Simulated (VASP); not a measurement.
A run of VASP 6.6.1 is set up as follows.

File INCAR:

```
ALGO = Fast ; EDIFF = 1E-6
EDIFFG = -0.01 ; ENCUT = 600
GGA = PE ; IBRION = 2
ISIF = 3 ; ISMEAR = 0
LASPH = T ; LCHARG = F
LREAL = F ; LWAVE = F
NELM = 100 ; NSW = 100
PREC = Accurate ; SIGMA = 0.1
```

KPOINTS

```
k-points
0
Gamma
  12 12 4
```

The input POSCAR:

```
CdSi2
1.0
    3.7433195019      0.0000000000      0.0000000000
   -1.8716597510      3.2418097832      0.0000000000
    0.0000000000      0.0000000000     10.4199826905
Cd Si
2 4
Direct
    0.3333333333      0.6666666667      0.2500000000
    0.6666666667      0.3333333333      0.7500000000
    0.3333333333      0.6666666667      0.9542936268
    0.6666666667      0.3333333333      0.0457063732
    0.6666666667      0.3333333333      0.4542936268
    0.3333333333      0.6666666667      0.5457063732
```

Potentials or basis: VASP PAW PBE potentials, release 64 (Cd, Si).

The run is started by

```bash
$ cat potpaw_PBE.64/Cd/POTCAR potpaw_PBE.64/Si/POTCAR > POTCAR
$ mpirun -np 1 vasp_std > vasp.out
```

**Question.** What does it give for the relaxed cell?

**Answer.** a = 3.766 Å, b = 3.766 Å, c = 10.350 Å, α = 90.00°, β = 90.00°, γ = 120.00°.

**Question.** Estimate the space group after relaxing (to 0.1 Å).

**Answer.** P6_3/mmc (No. 194).

**Question.** Predict the band gap on the k mesh.

**Answer.** Zero (bands 20 and 21 overlap by 1.96 eV).

**Question.** Estimate the relaxed volume.

**Answer.** 21.19 Å³/atom.

Final structure:
```
CELL_PARAMETERS angstrom
3.76645 0.00000 0.00000
-1.88323 3.26184 0.00000
0.00000 0.00000 10.34962
ATOMIC_POSITIONS crystal
Cd 0.33333 0.66667 0.25000
Cd 0.66667 0.33333 0.75000
Si 0.33333 0.66667 0.95466
Si 0.66667 0.33333 0.04534
Si 0.66667 0.33333 0.45466
Si 0.33333 0.66667 0.54534
```
